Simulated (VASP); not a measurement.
Crystal: K2NaCl3.

```
K Na Cl
1.0
     4.27397    0.00000    0.00000
    -2.13699    3.70137    0.00000
     0.00000    0.00000   10.57067
K Na Cl
2 1 3
Direct
  0.33333 0.66667 0.67902
  0.66667 0.33333 0.32098
  0.00000 0.00000 0.00000
  0.33333 0.66667 0.14299
  0.66667 0.33333 0.85701
  0.00000 0.00000 0.50000
```

| Property | Result |
| --- | --- |
| Program | VASP 6.6.1 |
| Task | relaxation of cell and atoms |
| Functional | BLYP |
| Dispersion | D3(BJ) |
| Potentials or basis | VASP PAW PBE potentials, release 64 (K_sv, Na_pv, Cl) |
| Cutoff | 600 eV |
| k mesh | 6 × 6 × 2 |
| Occupations | gaussian, width 0.01 eV |
| Spin | no spin polarisation |

At the start: pressure -0.9 GPa; volume 27.87 Å³/atom.

**Question.** How do energy, volume and symmetry change on relaxing?

**Answer.** Over 9 steps the energy falls by 3.6 meV/atom and the volume is 26.70 Å³/atom (-4.2 %); space group P-3m1 (No. 164, to 0.05 Å).

The path:
| step | energy change (eV) | largest force (eV/Å) | pressure (GPa) | volume (Å³) |
| --- | --- | --- | --- | --- |
| 1 | 0.0000 | 0.0581 | -0.89 | 167.22 |
| 2 | -0.0157 | 0.0592 | -0.43 | 163.49 |
| 3 | -0.0197 | 0.0599 | 0.12 | 159.62 |
| 4 | -0.0200 | 0.0598 | 0.02 | 160.32 |
| 5 | -0.0205 | 0.0466 | 0.01 | 160.31 |
| 6 | -0.0212 | 0.0278 | 0.00 | 160.28 |
| 7 | -0.0213 | 0.0324 | 0.00 | 160.27 |
| 8 | -0.0214 | 0.0198 | 0.00 | 160.25 |
| 9 | -0.0215 | 0.0017 | 0.00 | 160.22 |

Final structure:
```
K Na Cl
1.0
     4.19999    0.00000    0.00000
    -2.09999    3.63729    0.00000
     0.00000    0.00000   10.48783
K Na Cl
2 1 3
Cartesian
  0.0000 2.4249 7.1289
  2.1000 1.2124 3.3589
  0.0000 0.0000 0.0000
  0.0000 2.4249 1.4754
  2.1000 1.2124 9.0124
  0.0000 0.0000 5.2439
```

Caveat: the PAW data sets were made with another functional, which shifts forces and pressure a little.
